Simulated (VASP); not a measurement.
A run of VASP 6.6.1 is set up as follows.

The input INCAR:

```
PREC = Accurate
ENCUT = 500
EDIFF = 1E-6
ISMEAR = 0
SIGMA = 0.01
LREAL = F
LASPH = T
NELM = 120
ALGO = Normal
ISIF = 2
LWAVE = F
LCHARG = T
GGA = PS
LELF = T
LVHAR = T
NBANDS = 16
GGA_COMPAT = F
```

File KPOINTS:

```
regular mesh
0
Gamma
  8 8 8
```

The input POSCAR:

```
AgBr
1.0
    2.7427185451      2.7427185451      0.0000000000
   -2.7427185451      2.7427185451      0.0000000000
    0.0000000000      2.7427185451      2.7427185451
Ag Br
1 1
Direct
    0.0000000000      0.0000000000      0.0000000000
    0.5000000000      0.5000000000      0.0000000000
```

Potentials or basis: VASP PAW PBE potentials, release 64 (Ag, Br).

Run with:

```console
$ cat potpaw_PBE.64/Ag/POTCAR potpaw_PBE.64/Br/POTCAR > POTCAR
$ mpirun -np 1 vasp_std > vasp.out
```

Q: Estimate the pressure.

A: 7.0 GPa.

Q: Estimate the band gap on the k mesh.

A: 0.52 eV (least direct gap 2.99 eV).

Caveat: the cell stands under pressure; the PAW data sets were made with another functional, which shifts forces and pressure a little. A k mesh can miss the band edges.
